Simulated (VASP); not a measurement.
# LaB6 (Pm-3m) in VASP: notebook

The runs below take LaB6 through single point, with r2SCAN.

Program: VASP 6.6.1. These are calculated values, not measurements. Logs are shortened: lines on timing, memory, paths and dates and some standing lists are left out, and cuts for length are marked.

## 1. The cell of the first run

Symmetry: Pm-3m, No. 221, cubic system. Conventional cell: a = 4.124 Å, b = 4.124 Å, c = 4.124 Å, α = 90.00°, β = 90.00°, γ = 90.00°. La (site symmetry m-3m) has 24 B at 3.03 Å within 4.0 Å. B (site symmetry 4mm) has 5 B at 1.65 to 1.75 Å within 2.2 Å.

## 2. Single point, r2SCAN

File POSCAR:

```
LaB6
1.0
    4.1243330800      0.0000000000      0.0000000000
    0.0000000000      4.1243330800      0.0000000000
    0.0000000000      0.0000000000      4.1243330800
La B
1 6
Direct
    0.0000000000      0.0000000000      0.0000000000
    0.1997555615      0.5000000000      0.5000000000
    0.5000000000      0.1997555615      0.5000000000
    0.8002444385      0.5000000000      0.5000000000
    0.5000000000      0.8002444385      0.5000000000
    0.5000000000      0.5000000000      0.1997555615
    0.5000000000      0.5000000000      0.8002444385
```

File INCAR.step1:

```
SYSTEM = LaB6
  PREC = Accurate
  ENCUT = 520
  ISMEAR = -1
  SIGMA = 0.1
  LREAL = .False.
  LASPH = .True.
  NELM = 80
  NBANDS = 24
  GGA = PE
  ALGO = Normal
  EDIFF = 1E-4
  LWAVE = .True.
  LCHARG = .False.
```

File INCAR.step2:

```
SYSTEM = LaB6
  PREC = Accurate
  ENCUT = 520
  EDIFF = 1E-6
  ISMEAR = -1
  SIGMA = 0.1
  LREAL = .False.
  LASPH = .True.
  NELM = 80
  ALGO = Normal
  ISIF = 2
  LWAVE = .False.
  LCHARG = .False.
  METAGGA = R2SCAN
  LMIXTAU = .True.
  NBANDS = 24
  ISTART = 1
```

File KPOINTS:

```
Automatic mesh
0
Gamma
  8 8 8
  0 0 0
```

Potentials or basis: VASP PAW PBE potentials, release 64 (La, B).

Started as:

```
cat potpaw_PBE.64/La/POTCAR potpaw_PBE.64/B/POTCAR > POTCAR
cp INCAR.step1 INCAR
mpirun -np 1 vasp_std > vasp.out
cp INCAR.step2 INCAR
mpirun -np 1 vasp_std > vasp.out
```

OUTCAR:

```text
SYSTEM = LaB6
   PREC = Accurate
   ENCUT = 520
   EDIFF = 1E-6
   ISMEAR = -1
   LREAL = .False.
   LASPH = .True.
   NELM = 80
   ISIF = 2
   METAGGA = R2SCAN
   ISTART = 1

 ion  position               nearest neighbor table
   1  0.000  0.000  0.000-
   2  0.200  0.500  0.500-   4 1.65   3 1.75   5 1.75   6 1.75   7 1.75
   3  0.500  0.200  0.500-   5 1.65   4 1.75   2 1.75   6 1.75   7 1.75
   4  0.800  0.500  0.500-   2 1.65   3 1.75   5 1.75   6 1.75   7 1.75
   5  0.500  0.800  0.500-   3 1.65   2 1.75   4 1.75   6 1.75   7 1.75
   6  0.500  0.500  0.200-   7 1.65   3 1.75   4 1.75   5 1.75   2 1.75
   7  0.500  0.500  0.800-   6 1.65   3 1.75   4 1.75   5 1.75   2 1.75

  LATTYP: Found a simple cubic cell.
 ALAT       =     4.1243330800

  Lattice vectors:

 A1 = (   4.1243330800,   0.0000000000,   0.0000000000)
 A2 = (   0.0000000000,   4.1243330800,   0.0000000000)
 A3 = (   0.0000000000,   0.0000000000,   4.1243330800)

Analysis of symmetry for initial positions (statically):
=====================================================================
 Subroutine PRICEL returns:
 Original cell was already a primitive cell.

 Routine SETGRP: Setting up the symmetry group for a
 simple cubic supercell.

 Subroutine GETGRP returns: Found 48 space group operations
 (whereof 48 operations were pure point group operations)
 out of a pool of 48 trial point group operations.

The static configuration has the point symmetry O_h .

Analysis of symmetry for dynamics (positions and initial velocities):
=====================================================================
 Subroutine PRICEL returns:
 Original cell was already a primitive cell.

 Routine SETGRP: Setting up the symmetry group for a
 simple cubic supercell.

 Subroutine GETGRP returns: Found 48 space group operations
 (whereof 48 operations were pure point group operations)
 out of a pool of 48 trial point group operations.

The dynamic configuration has the point symmetry O_h .

 Subroutine INISYM returns: Found 48 space group operations
 (whereof 48 operations are pure point group operations),
 and found     1 'primitive' translations

----------------------------------------------------------------------------------------

                                     Primitive cell

  volume of cell :      70.1554

  direct lattice vectors                    reciprocal lattice vectors
     4.124333080  0.000000000  0.000000000     0.242463443  0.000000000  0.000000000
     0.000000000  4.124333080  0.000000000     0.000000000  0.242463443  0.000000000
     0.000000000  0.000000000  4.124333080     0.000000000  0.000000000  0.242463443

  length of vectors
     4.124333080  4.124333080  4.124333080     0.242463443  0.242463443  0.242463443

  position of ions in fractional coordinates (direct lattice)
     0.000000000  0.000000000  0.000000000
     0.199755561  0.500000000  0.500000000
     0.500000000  0.199755561  0.500000000
     0.800244439  0.500000000  0.500000000
     0.500000000  0.800244439  0.500000000
     0.500000000  0.500000000  0.199755561
     0.500000000  0.500000000  0.800244439

  ion indices of the primitive-cell ions
   primitive index   ion index
                 1           1
                 2           2
                 3           3
                 4           4
                 5           5
                 6           6
                 7           7

----------------------------------------------------------------------------------------

 KPOINTS: Automatic mesh

Automatic generation of k-mesh.
 Grid dimensions read from file:
 generate k-points for:    8    8    8

 Generating k-lattice:

  Cartesian coordinates                     Fractional coordinates (reciprocal lattice)
     0.030307930  0.000000000  0.000000000     0.125000000  0.000000000  0.000000000
     0.000000000  0.030307930  0.000000000     0.000000000  0.125000000  0.000000000
     0.000000000  0.000000000  0.030307930     0.000000000  0.000000000  0.125000000

  Length of vectors
     0.030307930  0.030307930  0.030307930

  Shift w.r.t. Gamma in fractional coordinates (k-lattice)
     0.000000000  0.000000000  0.000000000

 Subroutine IBZKPT returns following result:
 ===========================================

 Found     35 irreducible k-points:

 Following reciprocal coordinates:
            Coordinates               Weight
  0.000000  0.000000  0.000000      1.000000
  0.125000  0.000000  0.000000      6.000000
  0.250000  0.000000  0.000000      6.000000
  0.375000  0.000000  0.000000      6.000000
  0.500000  0.000000  0.000000      3.000000
  0.125000  0.125000  0.000000     12.000000
[... 16 lines left out ...]
  0.375000  0.375000  0.125000     24.000000
  0.500000  0.375000  0.125000     24.000000
 [... further k-points ...]
   k-points           NKPTS =     35   k-points in BZ     NKDIM =     35   number of bands    NBANDS=     24
   number of dos      NEDOS =    301   number of ions     NIONS =      7
   total plane-waves  NPLWV =  32768
   dimension x,y,z NGX =    32 NGY =   32 NGZ =   32
   dimension x,y,z NGXF=    64 NGYF=   64 NGZF=   64
   ions per type =               1   6
   NGX,Y,Z   is equivalent  to a cutoff of  12.90, 12.90, 12.90 a.u.
   NGXF,Y,Z  is equivalent  to a cutoff of  25.80, 25.80, 25.80 a.u.
 SYSTEM =  LaB6
   PREC   = accura    normal or accurate (medium, high low for compatibility)
   ISTART =      1    job   : 0-new  1-cont  2-samecut
   ICHARG =      0    charge: 1-file 2-atom 10-const
   ISPIN  =      1    spin polarized calculation?
   LNONCOLLINEAR =      F non collinear calculations
   LSORBIT =      F    spin-orbit coupling
   LASPH  =      T    aspherical Exc in radial PAW
   ENCUT  =  520.0 eV  38.22 Ry    6.18 a.u.   7.67  7.67  7.67*2*pi/ulx,y,z
   NELM   =     80;   NELMIN=  2; NELMDL=  0     # of ELM steps
   EDIFF  = 0.1E-05   stopping-criterion for ELM
   LREAL  =      F    real-space projection
   EDIFFG = 0.1E-04   stopping-criterion for IOM
   NSW    =      0    number of steps for IOM
   IBRION =     -1    ionic relax: 0-MD 1-quasi-New 2-CG
   NFREE  =      0    steps in history (QN), initial steepest desc. (CG)
   ISIF   =      2    stress and relaxation
   ISYM   =      2    0-nonsym 1-usesym 2-fastsym
   POTIM  = 0.5000    time-step for ionic-motion
   TEBEG  =    0.0;   TEEND  =   0.0 temperature during run
   PSTRESS=    0.0 pullay stress
   NELECT =      29.0000    total number of electrons
   NUPDOWN=      -1.0000    fix difference up-down
   EMIN   =  10.00;   EMAX   =-10.00  energy-range for DOS
   EFERMI =   0.00;   METHOD = LEGACY
   ISMEAR =    -1;   SIGMA  =   0.10  broadening in eV -4-tet -1-fermi 0-gaus
   EFERMI_NEDOS =   21; number of points for ismear=-14 and -15
   IALGO  =     38    algorithm
   IMIX   =      4    mixing-type and parameters
     AMIX     =   0.40;   BMIX     =  1.00
     AMIX_MAG =   1.60;   BMIX_MAG =  1.00
  volume/ion in A,a.u.               =      10.02        67.63
  Fermi-wavevector in a.u.,A,eV,Ry     =   1.219515  2.304549 20.234809  1.487217
  Thomas-Fermi vector in A             =   2.354764
   LORBIT       =      0    0 simple, 1 ext, 2 COOP (PROOUT), +10 PAW based schemes
   METAGGA = R2SCAN    functional components
   LHFCALC =     F    Hartree Fock is set to
   AEXX    =    0.0000 exact exchange contribution
   IVDW    =     0    specifies the selected vdW correction
   LEPSILON=     F    determine dielectric tensor
   LRPA    =     F    only Hartree local field effects (RPA)
 non-spin polarized calculation
  energy-cutoff  :      520.00
  volume of cell :       70.16
 maximum number of plane-waves:      1924
 NGX is ok and might be reduce to    32
   NGX = 15   NGY = 15   NGZ = 15

 number of electron      29.0000002 magnetization

 Free energy of the ion-electron system (eV)
  ---------------------------------------------------
  ext. energy  EPLUGINS =         0.00000000
  ---------------------------------------------------
  free energy    TOTEN  =       -78.21598497 eV

  energy without entropy =      -78.19206977  energy(sigma->0) =      -78.20402737

 E-fermi :   8.9328     XC(G=0): -12.0386

 val. band max:        8.9221860888   @ k =   0.2500   0.2500   0.0000
 cond. band min:       8.9536043710   @ k =   0.1250   0.1250   0.0000
 fundamental gap:      0.0314182823
 Fermi energy:         8.9328190457

 k-point     1 :       0.0000    0.0000    0.0000
  band No.  band energies     occupation
      1     -25.3763      2.00000
      2      -8.6894      2.00000
      3      -8.6894      2.00000
      4      -8.6894      2.00000
      5      -7.7844      2.00000
      6       0.4526      2.00000
[... 16 lines left out ...]
     23      11.2950      0.00000
     24      12.4346      0.00000

 k-point     2 :       0.1250    0.0000    0.0000
  band No.  band energies     occupation
      1     -25.3722      2.00000
      2      -8.9049      2.00000
      3      -8.6760      2.00000
      4      -8.6760      2.00000
      5      -7.5585      2.00000
      6      -0.4631      2.00000
[... 16 lines left out ...]
     23      11.3926      0.00000
     24      12.3732      0.00000

 k-point     3 :       0.2500    0.0000    0.0000
  band No.  band energies     occupation
      1     -25.3622      2.00000
      2      -9.2570      2.00000
      3      -8.6435      2.00000
      4      -8.6435      2.00000
      5      -7.1628      2.00000
      6      -1.4987      2.00000
[... 16 lines left out ...]
     23      11.7539      0.00000
     24      11.8276      0.00000

 k-point     4 :       0.3750    0.0000    0.0000
  band No.  band energies     occupation
      1     -25.3522      2.00000
      2      -9.5213      2.00000
      3      -8.6104      2.00000
      4      -8.6104      2.00000
      5      -6.8213      2.00000
      6      -2.2383      2.00000
[... 16 lines left out ...]
     23      11.4559      0.00000
     24      11.4559      0.00000

 k-point     5 :       0.5000    0.0000    0.0000
  band No.  band energies     occupation
      1     -25.3480      2.00000
      2      -9.6173      2.00000
      3      -8.5965      2.00000
      4      -8.5965      2.00000
      5      -6.6799      2.00000
      6      -2.5156      2.00000
[... 16 lines left out ...]
     23      11.4701      0.00000
     24      11.6087      0.00000

 k-point     6 :       0.1250    0.1250    0.0000
  band No.  band energies     occupation
      1     -25.3681      2.00000
      2      -8.9673      2.00000
      3      -8.7607      2.00000
      4      -8.6631      2.00000
      5      -7.4000      2.00000
      6      -0.6313      2.00000
[... 16 lines left out ...]
     23      11.4758      0.00000
     24      12.4455      0.00000
[... 379 lines left out ...]
 k-point    21 :       0.3750    0.2500    0.1250
  band No.  band energies     occupation
      1     -25.3349      2.00000
      2      -9.3031      2.00000
      3      -8.9061      2.00000
      4      -8.6545      2.00000
      5      -6.9295      2.00000
      6      -1.6870      2.00000
[... 16 lines left out ...]
     23      11.8884      0.00000
     24      12.3315      0.00000

 k-point    22 :       0.5000    0.2500    0.1250
  band No.  band energies     occupation
      1     -25.3309      2.00000
      2      -9.3707      2.00000
      3      -8.8755      2.00000
      4      -8.6381      2.00000
      5      -6.9184      2.00000
      6      -1.8606      2.00000
[... 16 lines left out ...]
     23      11.8502      0.00000
     24      12.7843      0.00000

 k-point    23 :       0.3750    0.3750    0.1250
  band No.  band energies     occupation
      1     -25.3254      2.00000
      2      -9.1905      2.00000
      3      -9.0676      2.00000
      4      -8.6214      2.00000
      5      -7.0286      2.00000
      6      -1.4595      2.00000
[... 16 lines left out ...]
     23      12.0124      0.00000
     24      12.5712      0.00000

 k-point    24 :       0.5000    0.3750    0.1250
  band No.  band energies     occupation
      1     -25.3214      2.00000
      2      -9.2085      2.00000
      3      -9.0589      2.00000
      4      -8.6072      2.00000
      5      -7.0804      2.00000
      6      -1.4912      2.00000
[... 16 lines left out ...]
     23      12.2596      0.00000
     24      12.5683      0.00000

 [... further k-points ...]

------------------------ aborting loop because EDIFF is reached ----------------------------------------

  FORCE on cell =-STRESS in cart. coord.  units (eV):
  Direction    XX          YY          ZZ          XY          YZ          ZX
  --------------------------------------------------------------------------------------
  -------------------------------------------------------------------------------------
  Total        1.6665380      1.6665380      1.6665380      0.0000000      0.0000000     -0.0000000
  in kB       38.0596346     38.0596346     38.0596346      0.0000000      0.0000000     -0.0000000
  external PRESSURE =      38.0596346 kB  Pullay stress =       0.0000000 kB

 VOLUME and BASIS-vectors are now :
 -----------------------------------------------------------------------------
  energy-cutoff  :      520.00
  volume of cell :       70.16
      direct lattice vectors                 reciprocal lattice vectors
     4.124333080  0.000000000  0.000000000     0.242463443  0.000000000  0.000000000
     0.000000000  4.124333080  0.000000000     0.000000000  0.242463443  0.000000000
     0.000000000  0.000000000  4.124333080     0.000000000  0.000000000  0.242463443

 POSITION                                       TOTAL-FORCE (eV/Angst)
 -----------------------------------------------------------------------------------
      0.00000      0.00000      0.00000         0.000000      0.000000     -0.000000
      0.82386      2.06217      2.06217        -0.023415      0.000000     -0.000000
      2.06217      0.82386      2.06217         0.000000     -0.023415     -0.000000
      3.30047      2.06217      2.06217         0.023415      0.000000     -0.000000
      2.06217      3.30047      2.06217         0.000000      0.023415     -0.000000
      2.06217      2.06217      0.82386         0.000000      0.000000     -0.023415
      2.06217      2.06217      3.30047         0.000000      0.000000      0.023415
 -----------------------------------------------------------------------------------
    total drift:                               -0.000000      0.000000      0.000000

  FREE ENERGIE OF THE ION-ELECTRON SYSTEM (eV)
  ---------------------------------------------------
  free  energy   TOTEN  =       -78.2159849734 eV

  energy  without entropy=      -78.1920697694  energy(sigma->0) =      -78.20402737
```

It took 4.1 min on 1 thread of AMD EPYC 7R43 (Zen 3), shared host; peak memory 0.2 GiB.

Results:

```yaml
Free_energy: -78.2160 eV
Pressure: 3.8 GPa
Largest_force: 0.023 eV/Å
```

Forces on the atoms (eV/Å):
```
La   0.000  0.000  0.000
B   -0.023  0.000  0.000
B    0.000 -0.023  0.000
B    0.023  0.000  0.000
B    0.000  0.023  0.000
B    0.000  0.000 -0.023
B    0.000  0.000  0.023
```

Caveat: the PAW data sets were made with another functional, which shifts forces and pressure a little; spin-orbit coupling is left out, which moves the levels of the heavy elements.

## 3. Single point, r2SCAN

This run uses another cell than the first one, of 10.23 Å³/atom, 1.020 times its volume.

File POSCAR:

```
LaB6
1.0
    4.1522010438      0.0000000000      0.0000000000
    0.0000000000      4.1522010438      0.0000000000
    0.0000000000      0.0000000000      4.1522010438
La B
1 6
Direct
    0.0000000000      0.0000000000      0.0000000000
    0.2000299781      0.5000000000      0.5000000000
    0.5000000000      0.2000299781      0.5000000000
    0.7999700219      0.5000000000      0.5000000000
    0.5000000000      0.7999700219      0.5000000000
    0.5000000000      0.5000000000      0.2000299781
    0.5000000000      0.5000000000      0.7999700219
```

File INCAR.step1:

```
SYSTEM = LaB6
PREC = Accurate ; ENCUT = 520
ISMEAR = -1 ; SIGMA = 0.1
LREAL = .FALSE. ; LASPH = .TRUE.
NELM = 80 ; NBANDS = 24
GGA = PE ; ALGO = Normal
EDIFF = 1E-4 ; LWAVE = .TRUE.
LCHARG = .FALSE.
```

File INCAR.step2:

```
SYSTEM = LaB6
PREC = Accurate ; ENCUT = 520
EDIFF = 1E-7 ; ISMEAR = -1
SIGMA = 0.1 ; LREAL = .FALSE.
LASPH = .TRUE. ; NELM = 80
ALGO = Normal ; ISIF = 2
LWAVE = .FALSE. ; LCHARG = .FALSE.
METAGGA = R2SCAN ; LMIXTAU = .TRUE.
NBANDS = 24 ; ISTART = 1
```

File KPOINTS:

```
Automatic mesh
0
G
  8 8 8
  0 0 0
```

Potentials or basis: VASP PAW PBE potentials, release 64 (La, B).

Started as:

```
cat potpaw_PBE.64/La/POTCAR potpaw_PBE.64/B/POTCAR > POTCAR
cp INCAR.step1 INCAR
mpirun -np 1 vasp_std > vasp.out
cp INCAR.step2 INCAR
mpirun -np 1 vasp_std > vasp.out
```

It took 4.5 min on 1 thread of AMD EPYC 7R43 (Zen 3), shared host; peak memory 0.2 GiB.

It converged, with:

```
Free energy   : -78.2337 eV
Pressure      : 0.0 GPa
Largest force : 0.021 eV/Å
```

Forces on the atoms (eV/Å):
```
La   0.000  0.000  0.000
B   -0.021  0.000  0.000
B    0.000 -0.021  0.000
B    0.021  0.000  0.000
B    0.000  0.021  0.000
B    0.000  0.000 -0.021
B    0.000  0.000  0.021
```

Levels at points of the mesh, in eV from the Fermi level:
| k point | band 10 | band 11 | band 12 | band 13 | band 14 | band 15 | band 16 | band 17 | band 18 | band 19 |
| --- | --- | --- | --- | --- | --- | --- | --- | --- | --- | --- |
| (0.00, 0.00, 0.00) | -7.50 | -7.50 | -2.00 | -2.00 | -2.00 | 0.27 | 0.27 | 0.27 | 1.64 | 1.64 |
| (0.50, 0.00, 0.00) | -7.01 | -3.72 | -3.72 | -3.41 | -2.53 | -1.59 | 1.65 | 1.65 | 1.69 | 2.18 |
| (0.50, 0.50, 0.00) | -6.49 | -4.72 | -4.72 | -3.08 | -3.08 | 1.18 | 1.18 | 2.21 | 2.23 | 2.23 |
| (0.50, 0.50, 0.50) | -5.07 | -5.07 | -2.55 | -2.55 | -2.55 | 1.67 | 2.00 | 2.00 | 2.00 | 2.03 |

Caveat: the PAW data sets were made with another functional, which shifts forces and pressure a little; spin-orbit coupling is left out, which moves the levels of the heavy elements.

[end of part 1 of 2]
